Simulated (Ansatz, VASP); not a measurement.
# ZnSe: VASP beside Ansatz

```
CELL_PARAMETERS angstrom
0.00000 2.86636 2.86636
2.86636 0.00000 2.86636
2.86636 2.86636 0.00000
ATOMIC_POSITIONS crystal
Zn 0.00000 0.00000 0.00000
Se 0.25000 0.25000 0.25000
```

Alike in both runs: functional PBE; k mesh 12 × 12 × 12; occupations methfessel-paxton of order 1, width 0.1 eV; no spin polarisation.

Ansatz relaxed the structure, and its values are those at the end. VASP's run is a single point on that final structure, the one shown.

|  | VASP | Ansatz |
| --- | --- | --- |
| version | VASP 6.6.1 | Ansatz 0.2.0 |
| potentials or method | VASP PAW PBE potentials, release 64 (Zn, Se) | PAW with Ansatz's default frozen-core files, scalar-relativistic |
| plane-wave cutoff (eV) | 520 | 420 |
| valence electrons in the cell | 18 | 28 |

```csv
,VASP,Ansatz,Ansatz less VASP
gap on the k mesh at the Fermi level (eV),1.15,1.15,-0.001
pressure (GPa),0.2,0.0,-0.21
```

With one functional, cell and mesh, what is left measures potentials, basis and numerics. VASP's potentials hold 18 valence electrons a cell and Ansatz's 28, so a difference there can come from the potentials and not from the codes.
